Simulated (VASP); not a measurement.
**SnO2: single point with PBEsol**

The system is SnO2.

```xyz
3
Lattice="1.6970 0.9798 4.7498 -1.6970 0.9798 4.7498 0.0000 -1.9595 4.7498" Properties=species:S:1:pos:R:3 pbc="T T T"
Sn    0.0000    0.0000    7.1247
O     0.0000    0.0000    3.1978
O     0.0000    0.0000   11.0516
```

This cell differs from its parent crystal: strained.

```yaml
Program: VASP 6.6.1
Task: single point
Functional: PBEsol
Potentials_or_basis: VASP PAW PBE potentials, release 64 (Sn_d, O)
Cutoff: 520 eV
k_mesh: 12 × 12 × 12
Occupations: gaussian, width 0.02 eV
Spin: no spin polarisation
```

- Pressure: -5.6 GPa
- Largest force: 1.067 eV/Å
- Band gap on the k mesh: 1.11 eV (least direct gap 1.71 eV)

Forces in eV/Å, atoms in the order of the input:
```
Sn   0.000  0.000  0.000
O    0.000  0.000  1.067
O    0.000  0.000 -1.067
```

Stress tensor (GPa, compression positive):
```
-10.41   0.00   0.00
  0.00 -10.41   0.00
  0.00   0.00   4.15
```

Levels at points of the mesh, in eV from the valence-band top:
| k point | band 11 | band 12 | band 13 | band 14 | band 15 | band 16 |
| --- | --- | --- | --- | --- | --- | --- |
| (0.00, 0.00, 0.00) | -1.45 | -1.45 | -0.60 | 1.11 | 5.58 | 9.97 |
| (0.50, 0.00, 0.00) | -0.89 | -0.57 | -0.49 | 4.97 | 7.11 | 8.66 |
| (0.50, 0.50, 0.00) | -0.63 | -0.41 | -0.20 | 4.83 | 6.21 | 9.68 |
| (0.50, 0.50, 0.50) | -1.52 | -1.42 | -1.42 | 2.23 | 5.33 | 10.20 |

Wall time 3.2 min on 1 thread of AMD EPYC 9R45 96-Core Processor (Zen 5) (shared host), peak memory 0.32 GiB.

Caveat: the cell differs from its parent crystal (strained); the cell stands under tension; the PAW data sets were made with another functional, which shifts forces and pressure a little; spin-orbit coupling is left out, which moves the levels of the heavy elements. A k mesh can miss the band edges.
